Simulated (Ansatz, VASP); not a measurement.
# Mg: VASP beside Ansatz

```xyz
4
Lattice="2.6221 0.0000 0.0000 -1.3110 2.2708 0.0000 0.0000 0.0000 8.5024" Properties=species:S:1:pos:R:3 pbc="T T T"
Mg    0.0000    0.0000    0.0000
Mg    0.0000    0.0000    4.2512
Mg    0.0000    1.5139    2.1256
Mg    1.3110    0.7569    6.3768
```

Change from the starting cell: volume scaled by 0.45, LAPW.

Alike in both runs: task single point; functional PBE; k mesh 8 × 8 × 5; occupations fermi-dirac, width 0.05 eV; no spin polarisation.

```csv
,VASP,Ansatz
version,VASP 6.6.1,Ansatz 0.2.0
potentials or method,"VASP PAW PBE potentials, release 64 (Mg), cutoff 520 eV","all-electron LAPW, scalar-relativistic"
```

```tsv
	VASP	Ansatz	Ansatz less VASP
pressure (GPa)	68.9	67.8	-1.08
traceless stress, the component that is largest in VASP (GPa)	0.58	0.56	-0.020
```

Both programs put the cell under a high pressure, so it lies far from rest at this level. Ansatz ran all-electron here, and VASP with PAW potentials.

Noted on VASP's run: the cell as given lies far from equilibrium.
